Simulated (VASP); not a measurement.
# Be (P4_2/mnm) in VASP: a series of runs

Runs on Be. Level: PBE. Tasks: electric field gradients.

Everything below comes from runs of VASP 6.6.1. Logs are shortened: lines on timing, memory, paths and dates and some standing lists are left out, and cuts for length are marked.

**1. The cell of the first run**

It takes space group P4_2/mnm (No. 136, tetragonal). The conventional cell has a = 3.734 Å, b = 3.734 Å, c = 2.274 Å, α = 90.00°, β = 90.00°, γ = 90.00°. Be (site symmetry m2m) has 13 Be at 2.14 to 2.69 Å within 2.8 Å.

**2. Electric field gradients, PBE (volume scaled by 0.99)**

Contents of INCAR:

```
SYSTEM = Be
ALGO     = Normal         ! electronic algorithm
EDIFF    = 1E-8           ! SCF threshold, eV
ENCUT    = 520            ! plane-wave cutoff, eV
GGA      = PE             ! functional
ISIF     = 2              ! what is computed and relaxed
ISMEAR   = -1             ! smearing method
LASPH    = .True.         ! aspherical terms in the spheres
LCHARG   = .False.        ! write CHGCAR
LEFG     = .True.       
LREAL    = .False.        ! projectors in reciprocal space
LWAVE    = .False.        ! write WAVECAR
NBANDS   = 12             ! bands
NELM     = 80             ! most SCF steps
PREC     = Accurate       ! precision mode
SIGMA    = 0.05           ! smearing width, eV
```

Contents of KPOINTS:

```
k-points
0
Gamma
  9 9 14
  0 0 0
```

Contents of POSCAR:

```
Be
1.0
    3.7342827559      0.0000000000      0.0000000000
    0.0000000000      3.7342827559      0.0000000000
    0.0000000000      0.0000000000      2.2736502440
Be
4
Direct
    0.2974080000      0.2974080000      0.0000000000
    0.7025920000      0.7025920000      0.0000000000
    0.2025920000      0.7974080000      0.5000000000
    0.7974080000      0.2025920000      0.5000000000
```

Potentials or basis: VASP PAW PBE potentials, release 64 (Be).

Launch:

```console
$ cat potpaw_PBE.64/Be/POTCAR > POTCAR
$ mpirun -np 1 vasp_std > vasp.out
```

OUTCAR:

```text
SYSTEM = Be
   EDIFF = 1E-8
   ENCUT = 520
   GGA = PE
   ISIF = 2
   ISMEAR = -1
   LASPH = .True.
   LREAL = .False.
   NELM = 80
   PREC = Accurate

 ion  position               nearest neighbor table
   1  0.297  0.297  0.000-   2 2.14   3 2.21   4 2.21   3 2.21   4 2.21   3 2.21   3 2.21   4 2.21
                             4 2.21
   2  0.703  0.703  0.000-   1 2.14   3 2.21   4 2.21   3 2.21   4 2.21   4 2.21   4 2.21   3 2.21
                             3 2.21
   3  0.203  0.797  0.500-   4 2.14   2 2.21   1 2.21   1 2.21   2 2.21   1 2.21   1 2.21   2 2.21
                             2 2.21
   4  0.797  0.203  0.500-   3 2.14   2 2.21   1 2.21   1 2.21   2 2.21   2 2.21   2 2.21   1 2.21
                             1 2.21

  LATTYP: Found a simple tetragonal cell.
 ALAT       =     3.7342827559
 C/A-ratio  =     0.6088586196

  Lattice vectors:

 A1 = (   3.7342827559,   0.0000000000,   0.0000000000)
 A2 = (   0.0000000000,   3.7342827559,   0.0000000000)
 A3 = (   0.0000000000,   0.0000000000,   2.2736502440)

Analysis of symmetry for initial positions (statically):
=====================================================================
 Subroutine PRICEL returns:
 Original cell was already a primitive cell.

 Routine SETGRP: Setting up the symmetry group for a
 simple tetragonal supercell.

 Subroutine GETGRP returns: Found 16 space group operations
 (whereof  8 operations were pure point group operations)
 out of a pool of 16 trial point group operations.

The static configuration has the point symmetry D_2h.
 The point group associated with its full space group is D_4h.

Analysis of symmetry for dynamics (positions and initial velocities):
=====================================================================
 Subroutine PRICEL returns:
 Original cell was already a primitive cell.

 Routine SETGRP: Setting up the symmetry group for a
 simple tetragonal supercell.

 Subroutine GETGRP returns: Found 16 space group operations
 (whereof  8 operations were pure point group operations)
 out of a pool of 16 trial point group operations.

The dynamic configuration has the point symmetry D_2h.
 The point group associated with its full space group is D_4h.

 Subroutine INISYM returns: Found 16 space group operations
 (whereof  8 operations are pure point group operations),
 and found     1 'primitive' translations

----------------------------------------------------------------------------------------

                                     Primitive cell

  volume of cell :      31.7058

  direct lattice vectors                    reciprocal lattice vectors
     3.734282756  0.000000000  0.000000000     0.267789042  0.000000000  0.000000000
     0.000000000  3.734282756  0.000000000     0.000000000  0.267789042  0.000000000
     0.000000000  0.000000000  2.273650244     0.000000000  0.000000000  0.439821385

  length of vectors
     3.734282756  3.734282756  2.273650244     0.267789042  0.267789042  0.439821385

  position of ions in fractional coordinates (direct lattice)
     0.297408000  0.297408000  0.000000000
     0.702592000  0.702592000  0.000000000
     0.202592000  0.797408000  0.500000000
     0.797408000  0.202592000  0.500000000

  ion indices of the primitive-cell ions
   primitive index   ion index
                 1           1
                 2           2
                 3           3
                 4           4

----------------------------------------------------------------------------------------

 KPOINTS: k-points

Automatic generation of k-mesh.
 Grid dimensions read from file:
 generate k-points for:    9    9   14

 Generating k-lattice:

  Cartesian coordinates                     Fractional coordinates (reciprocal lattice)
     0.029754338  0.000000000  0.000000000     0.111111111  0.000000000  0.000000000
[... 53 lines left out ...]
   ISPIN  =      1    spin polarized calculation?
   LNONCOLLINEAR =      F non collinear calculations
   LSORBIT =      F    spin-orbit coupling
   LASPH  =      T    aspherical Exc in radial PAW
   ENCUT  =  520.0 eV  38.22 Ry    6.18 a.u.   6.94  6.94  4.23*2*pi/ulx,y,z
   NELM   =     80;   NELMIN=  2; NELMDL= -5     # of ELM steps
   EDIFF  = 0.1E-07   stopping-criterion for ELM
   LREAL  =      F    real-space projection
   EDIFFG = 0.1E-06   stopping-criterion for IOM
   NSW    =      0    number of steps for IOM
   IBRION =     -1    ionic relax: 0-MD 1-quasi-New 2-CG
   NFREE  =      0    steps in history (QN), initial steepest desc. (CG)
   ISIF   =      2    stress and relaxation
   ISYM   =      2    0-nonsym 1-usesym 2-fastsym
   POTIM  = 0.5000    time-step for ionic-motion
   TEBEG  =    0.0;   TEEND  =   0.0 temperature during run
   PSTRESS=    0.0 pullay stress
   NELECT =       8.0000    total number of electrons
   NUPDOWN=      -1.0000    fix difference up-down
   EMIN   =  10.00;   EMAX   =-10.00  energy-range for DOS
   EFERMI =   0.00;   METHOD = LEGACY
   ISMEAR =    -1;   SIGMA  =   0.05  broadening in eV -4-tet -1-fermi 0-gaus
   EFERMI_NEDOS =   21; number of points for ismear=-14 and -15
   IALGO  =     38    algorithm
   IMIX   =      4    mixing-type and parameters
     AMIX     =   0.40;   BMIX     =  1.00
     AMIX_MAG =   1.60;   BMIX_MAG =  1.00
  volume/ion in A,a.u.               =       7.93        53.49
  Fermi-wavevector in a.u.,A,eV,Ry     =   1.034488  1.954899 14.560486  1.070166
  Thomas-Fermi vector in A             =   2.168786
   LORBIT       =      0    0 simple, 1 ext, 2 COOP (PROOUT), +10 PAW based schemes
   GGA     = PE    functional components
   LHFCALC =     F    Hartree Fock is set to
   AEXX    =    0.0000 exact exchange contribution
   IVDW    =     0    specifies the selected vdW correction
   LEPSILON=     F    determine dielectric tensor
   LRPA    =     F    only Hartree local field effects (RPA)
 non-spin polarized calculation
  energy-cutoff  :      520.00
  volume of cell :       31.71
 maximum number of plane-waves:       874
 NGX is ok and might be reduce to    28
   NGX = 13   NGY = 13   NGZ =  9

 number of electron       8.0000000 magnetization

 Free energy of the ion-electron system (eV)
  ---------------------------------------------------
  ext. energy  EPLUGINS =         0.00000000
  ---------------------------------------------------
  free energy    TOTEN  =       -14.85228444 eV

  energy without entropy =      -14.84764850  energy(sigma->0) =      -14.84996647

 E-fermi :   6.8735     XC(G=0): -10.5954

 val. band max:        6.8689736418   @ k =   0.1111   0.0000   0.2857
 cond. band min:       6.8736733530   @ k =   0.1111   0.0000   0.5000
 fundamental gap:      0.0046997112
 Fermi energy:         6.8735353778

 k-point     1 :       0.0000    0.0000    0.0000
  band No.  band energies     occupation
      1      -4.3325      2.00000
      2       1.8809      2.00000
      3       2.4540      2.00000
      4       5.8711      2.00000
      5       5.8711      2.00000
      6      11.7649      0.00000
      7      11.7649      0.00000
      8      14.3151      0.00000
      9      16.1692      0.00000
     10      17.4904      0.00000
     11      23.1020      0.00000
     12      23.1020      0.00000
[... 331 lines left out ...]
 k-point    24 :       0.4444    0.1111    0.0714
  band No.  band energies     occupation
      1      -2.5592      2.00000
      2      -1.6840      2.00000
      3       3.3014      2.00000
      4       4.1502      2.00000
      5       9.0251      0.00000
      6       9.4801      0.00000
      7      14.8302      0.00000
      8      17.1112      0.00000
      9      17.3439      0.00000
     10      18.2434      0.00000
     11      21.9353      0.00000
     12      23.1693      0.00000

 [... further k-points ...]
[... 5 lines left out ...]
  --------------------------------------------------------------------------------------
  -------------------------------------------------------------------------------------
  Total        0.3497947      0.3497947      0.1067673      0.0000000      0.0000000      0.0000000
  in kB       17.6760693     17.6760693      5.3952386      0.0000000      0.0000000      0.0000000
  external PRESSURE =      13.5824591 kB  Pullay stress =       0.0000000 kB

 VOLUME and BASIS-vectors are now :
 -----------------------------------------------------------------------------
  energy-cutoff  :      520.00
  volume of cell :       31.71
      direct lattice vectors                 reciprocal lattice vectors
     3.734282756  0.000000000  0.000000000     0.267789042  0.000000000  0.000000000
     0.000000000  3.734282756  0.000000000     0.000000000  0.267789042  0.000000000
     0.000000000  0.000000000  2.273650244     0.000000000  0.000000000  0.439821385

 POSITION                                       TOTAL-FORCE (eV/Angst)
 -----------------------------------------------------------------------------------
      1.11061      1.11061      0.00000        -0.001373     -0.001373     -0.000000
      2.62368      2.62368      0.00000         0.001373      0.001373      0.000000
      0.75654      2.97775      1.13683         0.001373     -0.001373     -0.000000
      2.97775      0.75654      1.13683        -0.001373      0.001373      0.000000
 -----------------------------------------------------------------------------------
    total drift:                                0.000000      0.000000     -0.000000

  FREE ENERGIE OF THE ION-ELECTRON SYSTEM (eV)
  ---------------------------------------------------
  free  energy   TOTEN  =       -14.8522844356 eV

  energy  without entropy=      -14.8476485006  energy(sigma->0) =      -14.84996647

 Electric field gradients (V/A^2)
---------------------------------------------------------------------
 ion       V_xx      V_yy      V_zz      V_xy      V_xz      V_yz
---------------------------------------------------------------------
   1       0.262     0.262    -0.524    -1.507    -0.000     0.000
   2       0.262     0.262    -0.524    -1.507    -0.000    -0.000
   3       0.262     0.262    -0.524     1.507     0.000    -0.000
   4       0.262     0.262    -0.524     1.507     0.000    -0.000
---------------------------------------------------------------------

 Electric field gradients after diagonalization (V/A^2)
 (convention: |V_zz| > |V_xx| > |V_yy|)
----------------------------------------------------------------------
 ion       V_xx      V_yy      V_zz     asymmetry (V_yy - V_xx)/ V_zz
----------------------------------------------------------------------
   1      -1.245    -0.524     1.769       0.408
   2      -1.245    -0.524     1.769       0.408
   3      -1.245    -0.524     1.769       0.408
   4      -1.245    -0.524     1.769       0.408
----------------------------------------------------------------------

           NMR quadrupolar parameters

 Cq : quadrupolar parameter    Cq=e*Q*V_zz/h
 eta: asymmetry parameters     (V_yy - V_xx)/ V_zz
 Q  : nuclear electric quadrupole moment in mb (millibarn)
----------------------------------------------------------------------
 ion       Cq(MHz)       eta       Q (mb)
----------------------------------------------------------------------
   1       0.004       0.408       1.000
   2       0.004       0.408       1.000
   3       0.004       0.408       1.000
   4       0.004       0.408       1.000
----------------------------------------------------------------------
```

Run time: 55 s. Hardware: 1 thread of Intel Xeon 8259CL, shared host; peak memory 0.16 GiB.

What came out:

| Quantity | Value |
| --- | --- |
| Free energy | -14.8523 eV |
| Pressure | 1.4 GPa |
| Band gap on the k mesh | zero (band 4 reaches 7.90 eV, above the bottom of band 5 at 5.87 eV) |

Levels at points of the mesh, in eV from the Fermi level:
```
           k point  band 2  band 3  band 4  band 5  band 6  band 7
(0.00, 0.00, 0.00)   -4.99   -4.42   -1.00   -1.00    4.89    4.89
(0.00, 0.00, 0.50)   -5.83    1.03    1.03    1.84    1.84    2.64
```

Electric field gradients, principal values (V/Å²):
```tsv
atom	least	middle	greatest (by size)
1 Be	-0.524	-1.245	1.769
2 Be	-0.524	-1.245	1.769
3 Be	-0.524	-1.245	1.769
4 Be	-0.524	-1.245	1.769
```

Caveat: without QUAD_EFG the Cq values of the log hold for a quadrupole moment of 1 mb, not for the nuclei.

**3. Electric field gradients, PBE (volume scaled by 0.99)**

Contents of INCAR:

```
PREC     = Accurate       # precision mode
ENCUT    = 520            # plane-wave cutoff, eV
EDIFF    = 1E-8           # SCF threshold, eV
ISMEAR   = -1             # smearing method
SIGMA    = 0.05           # smearing width, eV
LREAL    = F              # projectors in reciprocal space
LASPH    = T              # aspherical terms in the spheres
NELM     = 60             # most SCF steps
ALGO     = Normal         # electronic algorithm
ISIF     = 2              # what is computed and relaxed
LWAVE    = F              # write WAVECAR
LCHARG   = F              # write CHGCAR
GGA      = PE             # functional
LEFG     = T            
NBANDS   = 12             # bands
```

Contents of KPOINTS:

```
regular mesh
0
Gamma
  9 9 14
```

POSCAR is that of step 2.

Potentials or basis: VASP PAW PBE potentials, release 64 (Be).

Launch:

```console
$ cat potpaw_PBE.64/Be/POTCAR > POTCAR
$ mpirun -np 1 vasp_std > vasp.out
```

OUTCAR:

```text
PREC = Accurate
   ENCUT = 520
   EDIFF = 1E-8
   ISMEAR = -1
   LREAL = F
   LASPH = T
   NELM = 60
   ISIF = 2
   GGA = PE

 ion  position               nearest neighbor table
   1  0.297  0.297  0.000-   2 2.14   3 2.21   4 2.21   3 2.21   4 2.21   3 2.21   3 2.21   4 2.21
                             4 2.21
   2  0.703  0.703  0.000-   1 2.14   3 2.21   4 2.21   3 2.21   4 2.21   4 2.21   4 2.21   3 2.21
                             3 2.21
   3  0.203  0.797  0.500-   4 2.14   2 2.21   1 2.21   1 2.21   2 2.21   1 2.21   1 2.21   2 2.21
                             2 2.21
   4  0.797  0.203  0.500-   3 2.14   2 2.21   1 2.21   1 2.21   2 2.21   2 2.21   2 2.21   1 2.21
                             1 2.21

  LATTYP: Found a simple tetragonal cell.
 ALAT       =     3.7342827559
 C/A-ratio  =     0.6088586196

  Lattice vectors:

 A1 = (   3.7342827559,   0.0000000000,   0.0000000000)
 A2 = (   0.0000000000,   3.7342827559,   0.0000000000)
 A3 = (   0.0000000000,   0.0000000000,   2.2736502440)

Analysis of symmetry for initial positions (statically):
[... 569 lines left out ...]
      1.11061      1.11061      0.00000        -0.001373     -0.001373     -0.000000
      2.62368      2.62368      0.00000         0.001373      0.001373      0.000000
      0.75654      2.97775      1.13683         0.001373     -0.001373     -0.000000
      2.97775      0.75654      1.13683        -0.001373      0.001373      0.000000
 -----------------------------------------------------------------------------------
    total drift:                                0.000000      0.000000     -0.000000

  FREE ENERGIE OF THE ION-ELECTRON SYSTEM (eV)
  ---------------------------------------------------
  free  energy   TOTEN  =       -14.8522844356 eV

  energy  without entropy=      -14.8476485006  energy(sigma->0) =      -14.84996647

 Electric field gradients (V/A^2)
---------------------------------------------------------------------
 ion       V_xx      V_yy      V_zz      V_xy      V_xz      V_yz
---------------------------------------------------------------------
   1       0.262     0.262    -0.524    -1.507    -0.000     0.000
   2       0.262     0.262    -0.524    -1.507    -0.000    -0.000
   3       0.262     0.262    -0.524     1.507     0.000    -0.000
   4       0.262     0.262    -0.524     1.507     0.000    -0.000
---------------------------------------------------------------------

 Electric field gradients after diagonalization (V/A^2)
 (convention: |V_zz| > |V_xx| > |V_yy|)
----------------------------------------------------------------------
 ion       V_xx      V_yy      V_zz     asymmetry (V_yy - V_xx)/ V_zz
----------------------------------------------------------------------
   1      -1.245    -0.524     1.769       0.408
   2      -1.245    -0.524     1.769       0.408
   3      -1.245    -0.524     1.769       0.408
   4      -1.245    -0.524     1.769       0.408
----------------------------------------------------------------------

           NMR quadrupolar parameters

 Cq : quadrupolar parameter    Cq=e*Q*V_zz/h
 eta: asymmetry parameters     (V_yy - V_xx)/ V_zz
 Q  : nuclear electric quadrupole moment in mb (millibarn)
----------------------------------------------------------------------
 ion       Cq(MHz)       eta       Q (mb)
----------------------------------------------------------------------
   1       0.004       0.408       1.000
   2       0.004       0.408       1.000
   3       0.004       0.408       1.000
   4       0.004       0.408       1.000
----------------------------------------------------------------------
```

OSZICAR:

```text
N       E                     dE             d eps       ncg     rms          rms(c)
DAV:   1     0.142909113303E-01    0.14291E-01   -0.33621E+03  2880   0.559E+02
DAV:   2    -0.146274712192E+02   -0.14642E+02   -0.13959E+02  3808   0.983E+01
DAV:   3    -0.149925124467E+02   -0.36504E+00   -0.36224E+00  4036   0.106E+01
DAV:   4    -0.149935645253E+02   -0.10521E-02   -0.10519E-02  3432   0.655E-01
DAV:   5    -0.149935674881E+02   -0.29628E-05   -0.29623E-05  3896   0.318E-02    0.176E+00
DAV:   6    -0.148920151662E+02    0.10155E+00   -0.19970E-02  3372   0.124E+00    0.107E+00
DAV:   7    -0.148523296076E+02    0.39686E-01   -0.23714E-02  3348   0.124E+00    0.955E-02
DAV:   8    -0.148522839537E+02    0.45654E-04   -0.54090E-04  3664   0.138E-01    0.155E-02
DAV:   9    -0.148522834068E+02    0.54691E-06   -0.33179E-06  4088   0.112E-02    0.614E-03
DAV:  10    -0.148522843100E+02   -0.90313E-06   -0.51841E-07  3600   0.575E-03    0.101E-03
DAV:  11    -0.148522845205E+02   -0.21054E-06   -0.24517E-08  3684   0.108E-03    0.166E-04
DAV:  12    -0.148522844664E+02    0.54091E-07   -0.79428E-10  2348   0.192E-04    0.406E-05
DAV:  13    -0.148522844358E+02    0.30659E-07   -0.80357E-11  2068   0.662E-05    0.690E-06
DAV:  14    -0.148522844356E+02    0.17485E-09   -0.52551E-12  1968   0.251E-05
   1 F= -.14852284E+02 E0= -.14849966E+02  d E =-.463593E-02
```

stdout:

```text
POSCAR found type information on POSCAR Be
 POSCAR found :  1 types and       4 ions
 scaLAPACK will be used
 LDA part: xc-table for (Slater+PW92), standard interpolation
 POSCAR, INCAR and KPOINTS ok, starting setup
 FFT: planning ... GRIDC
 FFT: planning ... GRID_SOFT
 FFT: planning ... GRID
 WAVECAR not read
 entering main loop
ion   1

ion   2

ion   3

ion   4
```

Wall time 53 s (1 thread of Intel Xeon 8259CL, shared host); peak memory 0.16 GiB.

Results:

```
Free energy            : -14.8523 eV
Pressure               : 1.4 GPa
Band gap on the k mesh : zero (band 4 reaches 7.90 eV, above the bottom of band 5 at 5.87 eV)
```

Electric field gradients, principal values (V/Å²):
```csv
atom,least,middle,greatest (by size)
1 Be,-0.524,-1.245,1.769
2 Be,-0.524,-1.245,1.769
3 Be,-0.524,-1.245,1.769
4 Be,-0.524,-1.245,1.769
```

Caveat: without QUAD_EFG the Cq values of the log hold for a quadrupole moment of 1 mb, not for the nuclei.

(Continued in part 2 of 2.)
